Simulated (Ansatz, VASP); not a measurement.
Given: the input of a run of Ansatz 0.2.0 on I.

File input.yaml:

```yaml
crystal:
  lattice:
    - [3.585906883, -2.3626508969, 0.0]
    - [3.585906883, 2.3626508969, 0.0]
    - [0.0, 0.0, 9.6610799909]
  atoms:
    - { symbol: I, position: [0.6493, 0.3507, 0.3844] }
    - { symbol: I, position: [0.1493, 0.8507, 0.1156] }
    - { symbol: I, position: [0.3507, 0.6493, 0.6156] }
    - { symbol: I, position: [0.8507, 0.1493, 0.8844] }
hamiltonian:
  xc: r2scan
  pseudopotentials: { kind: paw }
kpoints:
  mp_grid: { grid: [7, 7, 3] }
scf:
  occupations: { method: fermi_dirac, width: 0.05 }
output:
  forces: true
  stress: true
  eigenvalues: true
```

Potentials or basis: Ansatz PAW.

Run with:

```bash
$ ansatz run input.yaml --threads 2 --pin off --max-ram 5632MiB --backend cpu --events-out ev --progress --plain --runs-dir out
```

Q: Set up the same calculation for VASP 6.6.1. Potentials there: VASP PAW PBE potentials, release 64 (I).

A: As run (the cutoff follows the program's own potentials):

POSCAR

```
I
1.0
    3.5859068830     -2.3626508969      0.0000000000
    3.5859068830      2.3626508969      0.0000000000
    0.0000000000      0.0000000000      9.6610799909
I
4
Direct
    0.6493000000      0.3507000000      0.3844000000
    0.1493000000      0.8507000000      0.1156000000
    0.3507000000      0.6493000000      0.6156000000
    0.8507000000      0.1493000000      0.8844000000
```

File INCAR.step1:

```
SYSTEM = I
PREC = Accurate ; ENCUT = 520
ISMEAR = -1 ; SIGMA = 0.05
LREAL = .False. ; LASPH = .True.
NELM = 80 ; NBANDS = 22
GGA = PE ; ALGO = Normal
EDIFF = 1E-4 ; LWAVE = .True.
LCHARG = .False.
```

The input INCAR.step2:

```
SYSTEM = I
PREC = Accurate ; ENCUT = 520
EDIFF = 1E-6 ; ISMEAR = -1
SIGMA = 0.05 ; LREAL = .False.
LASPH = .True. ; NELM = 80
ALGO = Normal ; ISIF = 2
LWAVE = .False. ; LCHARG = .False.
METAGGA = R2SCAN ; LMIXTAU = .True.
NBANDS = 22 ; ISTART = 1
```

Contents of KPOINTS:

```
Automatic mesh
0
Gamma
  7 7 3
  0 0 0
```

Potentials or basis: VASP PAW PBE potentials, release 64 (I).

The run is started by

```console
$ cat potpaw_PBE.64/I/POTCAR > POTCAR
$ cp INCAR.step1 INCAR
$ mpirun -np 1 vasp_std > vasp.out
$ cp INCAR.step2 INCAR
$ mpirun -np 1 vasp_std > vasp.out
```

Both were run:

|  | VASP | Ansatz | Ansatz less VASP |
| --- | --- | --- | --- |
| gap on the k mesh at the Fermi level (eV) | 1.67 | 1.68 | +0.010 |
| least direct gap on the mesh (eV) | 1.78 | 1.80 | +0.013 |
| pressure (GPa) | 2.5 | 2.5 | +0.07 |
| traceless stress, the component that is largest in VASP (GPa) | 1.89 | 1.94 | +0.047 |
| rms of the force components (eV/Å) | 0.585 | 0.594 | +0.0089 |

VASP's potentials were made for PBE, not for r2SCAN. Atom by atom the forces differ by 0.009 eV/Å (rms over components). VASP's potentials hold 28 valence electrons a cell and Ansatz's 68, so a difference there can come from the potentials and not from the codes.

Spin-orbit coupling is off throughout. Noted on Ansatz's run: odd divisions of the mesh miss points on the zone boundary, where band edges often lie, so the gap on the mesh can be too wide.
